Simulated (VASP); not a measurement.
A run of VASP 6.6.1:

Contents of INCAR:

```
SYSTEM = Rh
PREC = Accurate
ENCUT = 520
EDIFF = 1E-6
ISMEAR = 0
SIGMA = 0.15
LREAL = .False.
LASPH = .True.
NELM = 60
ALGO = Fast
ISIF = 2
LWAVE = .False.
LCHARG = .False.
NBANDS = 38
```

File KPOINTS:

```
regular mesh
0
Gamma
  18 18 6
  0 0 0
```

File POSCAR:

```
Rh
1.0
    2.6571249719      0.0000000000      0.0000000000
   -1.3285624860      2.4700496815      0.0000000000
    0.0000000000      0.0000000000      8.0315990299
Rh
4
Direct
    0.0000000000      0.0000000000      0.0000000000
    0.3333333333      0.6666666667      0.2500000000
    0.0000000000      0.0000000000      0.5000000000
    0.6666666667      0.3333333333      0.7500000000
```

Potentials or basis: VASP PAW LDA potentials, release 64 (Rh_pv).

Launch:

```console
$ cat potpaw_LDA.64/Rh_pv/POTCAR > POTCAR
$ mpirun -np 1 vasp_std > vasp.out
```

Hardware: 1 thread of AMD EPYC 9R45 96-Core Processor (Zen 5), with other jobs on the host.

Task: How long does it take, and how much memory?

Result: Wall time 6.2 min on 1 thread of AMD EPYC 9R45 96-Core Processor (Zen 5), on a shared host, peak memory 0.51 GiB. Counts: scf iterations 14, k points 364.
